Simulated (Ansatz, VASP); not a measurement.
# One calculation of InSe2, two programs

```
CELL_PARAMETERS angstrom
3.89489 0.00000 0.00000
0.00000 3.89489 0.00000
0.00000 0.00000 9.62623
ATOMIC_POSITIONS crystal
In 0.00000 0.50000 0.70647
In 0.50000 0.00000 0.29353
Se 0.00000 0.50000 0.36621
Se 0.50000 0.00000 0.63379
Se 0.00000 0.00000 0.00000
Se 0.50000 0.50000 0.00000
```

Alike in both runs: task single point; functional PBE; k mesh 6 × 6 × 4; occupations gaussian, width 0.1 eV; no spin polarisation.

```csv
,VASP,Ansatz
version,VASP 6.6.1,Ansatz 0.2.0
potentials or method,"VASP PAW PBE potentials, release 64 (In_d, Se), cutoff 520 eV","scalar-relativistic, plane waves, PAW"
valence electrons in the cell,50,90
```

Ansatz gave:

```
gap on the k mesh at the Fermi level (eV)                     : none
pressure (GPa)                                                : -0.2
traceless stress, the component that is largest in VASP (GPa) : 0.33
rms of the force components (eV/Å)                            : 0.028
```

What did VASP give for the same quantities?

gap on the k mesh at the Fermi level (eV): none; pressure (GPa): -0.2; traceless stress, the component that is largest in VASP (GPa): 0.31; rms of the force components (eV/Å): 0.028.

Atom by atom the forces differ by 0.000 eV/Å (rms over components). A gap of «none» marks a metal or a gap that the smearing closes. VASP's potentials hold 50 valence electrons a cell and Ansatz's 90, so a difference there can come from the potentials and not from the codes.
